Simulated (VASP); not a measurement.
Crystal: GaRh3C.

```
CELL_PARAMETERS angstrom
3.84189 0.00000 0.00000
0.00000 3.84189 0.00000
0.00000 0.00000 3.84189
ATOMIC_POSITIONS crystal
Ga 0.00000 0.00000 0.00000
Rh 0.00000 0.50000 0.50000
Rh 0.50000 0.00000 0.50000
Rh 0.50000 0.50000 0.00000
C 0.50000 0.50000 0.50000
```

| Item | Value |
| --- | --- |
| Program | VASP 6.6.1 |
| Task | relaxation of cell and atoms |
| Functional | PBEsol |
| Potentials or basis | VASP PAW PBE potentials, release 64 (Ga_d, Rh_pv, C) |
| Cutoff | 600 eV |
| k mesh | 6 × 6 × 6 |
| Occupations | gaussian, width 0.1 eV |
| Spin | no spin polarisation |

At the start: pressure 38.3 GPa; volume 11.34 Å³/atom.

**Question.** Where does the relaxation end?

**Answer.** Over 4 steps the energy falls by 149.5 meV/atom and the volume is 12.76 Å³/atom (+12.6 %); space group Pm-3m (No. 221, to 0.05 Å).

The path:
```csv
step,energy change (eV),largest force (eV/Å),pressure (GPa),volume (Å³)
1,0.0000,0.0000,38.26,56.71
2,1.7163,0.0000,-33.69,81.96
3,-0.7425,0.0000,-2.52,64.38
4,-0.7476,0.0000,-0.45,63.82
```

Final structure:
```yaml
crystal:
  lattice:
    - [3.99633, 0.00000, 0.00000]
    - [0.00000, 3.99633, 0.00000]
    - [0.00000, 0.00000, 3.99633]
  atoms:
    - { symbol: Ga, position: [0.00000, 0.00000, 0.00000] }
    - { symbol: Rh, position: [0.00000, 0.50000, 0.50000] }
    - { symbol: Rh, position: [0.50000, 0.00000, 0.50000] }
    - { symbol: Rh, position: [0.50000, 0.50000, 0.00000] }
    - { symbol: C, position: [0.50000, 0.50000, 0.50000] }
```

Caveat: the PAW data sets were made with another functional, which shifts forces and pressure a little.
